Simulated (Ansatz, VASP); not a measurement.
# Two plane-wave programs on GaSb

The input INCAR:

```
  PREC = Accurate
  ENCUT = 520
  EDIFF = 1E-7
  ISMEAR = 0
  SIGMA = 0.02
  LREAL = False
  LASPH = True
  NELM = 60
  ALGO = Normal
  ISIF = 2
  LWAVE = False
  LCHARG = True
  LELF = True
  LVHAR = True
  NBANDS = 16
```

KPOINTS

```
Automatic mesh
0
Gamma
  8 8 8
```

The input POSCAR:

```
GaSb
1.0
   -2.7534340000      2.7534340000      1.5907070000
    2.7534340000     -2.7534340000      1.5907070000
    2.7534340000      2.7534340000     -1.5907070000
Ga Sb
1 1
Direct
    0.2500000000      0.7500000000      0.5000000000
    0.0000000000      0.0000000000      0.0000000000
```

Input for Ansatz:

```yaml
crystal:
  lattice:
    - [-2.753434, 2.753434, 1.590707]
    - [2.753434, -2.753434, 1.590707]
    - [2.753434, 2.753434, -1.590707]
  atoms:
    - { symbol: Ga, position: [0.25, 0.75, 0.5] }
    - { symbol: Sb, position: [0.0, 0.0, 0.0] }
basis:
  ecutwfc: 520.0
kpoints:
  mp_grid:
    grid: [8, 8, 8]
hamiltonian:
  xc: lda
scf:
  occupations:
    method: gaussian
    width: 0.02
output:
  stress: true
```

Alike in both runs: task single point; functional LDA; k mesh 8 × 8 × 8; occupations gaussian, width 0.02 eV; no spin polarisation.

|  | VASP | Ansatz |
| --- | --- | --- |
| version | VASP 6.6.1 | Ansatz 0.2.0 |
| potentials or method | VASP PAW LDA potentials, release 64 (Ga_d, Sb), cutoff 520 eV | plane waves, PAW |
| valence electrons in the cell | 18 | 28 |

|  | VASP | Ansatz | Ansatz less VASP |
| --- | --- | --- | --- |
| pressure (GPa) | -4.1 | -4.3 | -0.13 |
| traceless stress, the component that is largest in VASP (GPa) | 1.13 | 1.17 | +0.041 |

LDA's correlation is that of Perdew and Zunger in VASP and of Perdew and Wang (1992) in Ansatz. VASP's potentials hold 18 valence electrons a cell and Ansatz's 28, so a difference there can come from the potentials and not from the codes.

Spin-orbit coupling is off throughout.
